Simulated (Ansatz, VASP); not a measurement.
CuO2 in VASP and in Ansatz

Contents of INCAR:

```
  ALGO = Normal
  EDIFF = 1E-7
  ENCUT = 520
  GGA = PS
  ISIF = 2
  ISMEAR = -1
  KPAR = 2
  LASPH = True
  LCHARG = False
  LREAL = False
  LWAVE = False
  NBANDS = 32
  NELM = 100
  PREC = Accurate
  SIGMA = 0.05
```

KPOINTS

```
k-points
0
Gamma
  10 10 6
```

The input POSCAR:

```
CuO2
1.0
    1.4126150000     -5.2107470000      0.0000000000
    1.4126150000      5.2107470000      0.0000000000
    0.0000000000      0.0000000000      4.3434240000
Cu O
2 4
Direct
    0.1672530000      0.8327470000      0.7500000000
    0.8327470000      0.1672530000      0.2500000000
    0.7889700000      0.2110300000      0.7500000000
    0.2110300000      0.7889700000      0.2500000000
    0.5514860000      0.4485140000      0.7500000000
    0.4485140000      0.5514860000      0.2500000000
```

Contents of input.yaml:

```yaml
crystal:
  lattice:
    - [1.412615, -5.210747, 0.0]
    - [1.412615, 5.210747, 0.0]
    - [0.0, 0.0, 4.343424]
  atoms:
    - { symbol: Cu, position: [0.167253, 0.832747, 0.75] }
    - { symbol: Cu, position: [0.832747, 0.167253, 0.25] }
    - { symbol: O, position: [0.78897, 0.21103, 0.75] }
    - { symbol: O, position: [0.21103, 0.78897, 0.25] }
    - { symbol: O, position: [0.551486, 0.448514, 0.75] }
    - { symbol: O, position: [0.448514, 0.551486, 0.25] }
hamiltonian:
  xc: pbesol
  pseudopotentials: { kind: paw }
kpoints:
  mp_grid: { grid: [10, 10, 6] }
scf:
  occupations: { method: fermi_dirac, width: 0.05 }
output:
  forces: true
  stress: true
  eigenvalues: true
  write_density: true
  write_potential: true
  elf: true
  volumetric_format: npy
```

Alike in both runs: task single point; functional PBEsol; k mesh 10 × 10 × 6; occupations fermi-dirac, width 0.05 eV; no spin polarisation.

```csv
,VASP,Ansatz
version,VASP 6.6.1,Ansatz 0.2.0
potentials or method,"VASP PAW PBE potentials, release 64 (Cu, O)",Ansatz PAW
plane-wave cutoff (eV),520,420
valence electrons in the cell,46,62
```

```csv
,VASP,Ansatz,Ansatz less VASP
gap on the k mesh at the Fermi level (eV),none,none,-
pressure (GPa),-7.9,-8.7,-0.84
"traceless stress, the component that is largest in VASP (GPa)",-1.10,-2.22,-1.124
rms of the force components (eV/Å),0.161,0.214,+0.0523
```

VASP's potentials were made for PBE, not for PBEsol. Atom by atom the forces differ by 0.061 eV/Å (rms over components). A gap of «none» marks a metal or a gap that the smearing closes. VASP's potentials hold 46 valence electrons a cell and Ansatz's 62, so a difference there can come from the potentials and not from the codes.
